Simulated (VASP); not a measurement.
Input of a VASP 6.6.1 run:

The input INCAR:

```
SYSTEM = Ru
PREC     = Accurate       ! precision mode
ENCUT    = 520            ! plane-wave cutoff, eV
EDIFF    = 1E-6           ! SCF threshold, eV
ISMEAR   = -1             ! smearing method
SIGMA    = 0.1            ! smearing width, eV
LREAL    = .False.        ! projectors in reciprocal space
LASPH    = .True.         ! aspherical terms in the spheres
NELM     = 80             ! most SCF steps
ALGO     = Normal         ! electronic algorithm
ISIF     = 2              ! what is computed and relaxed
LWAVE    = .False.        ! write WAVECAR
LCHARG   = .False.        ! write CHGCAR
GGA      = B5             ! functional
ALDAX    = 1.0          
AGGAX    = 1.0          
AGGAC    = 1.0          
ALDAC    = 0.0          
NBANDS   = 13             ! bands
```

Contents of KPOINTS:

```
regular mesh
0
Gamma
  15 15 15
  0 0 0
```

File POSCAR:

```
Ru
1.0
   -1.5523900818      1.5523900818      1.5523900818
    1.5523900818     -1.5523900818      1.5523900818
    1.5523900818      1.5523900818     -1.5523900818
Ru
1
Direct
    0.0000000000      0.0000000000      0.0000000000
```

Potentials or basis: VASP PAW PBE potentials, release 64 (Ru_pv).

Launch:

```bash
$ cat potpaw_PBE.64/Ru_pv/POTCAR > POTCAR
$ mpirun -np 1 vasp_std > vasp.out
```

Estimate the band gap on the k mesh.

zero (band 7 reaches 13.28 eV, above the bottom of band 8 at 10.41 eV).

Estimate the pressure.

0.5 GPa.

Caveat: the PAW data sets were made with another functional, which shifts forces and pressure a little.
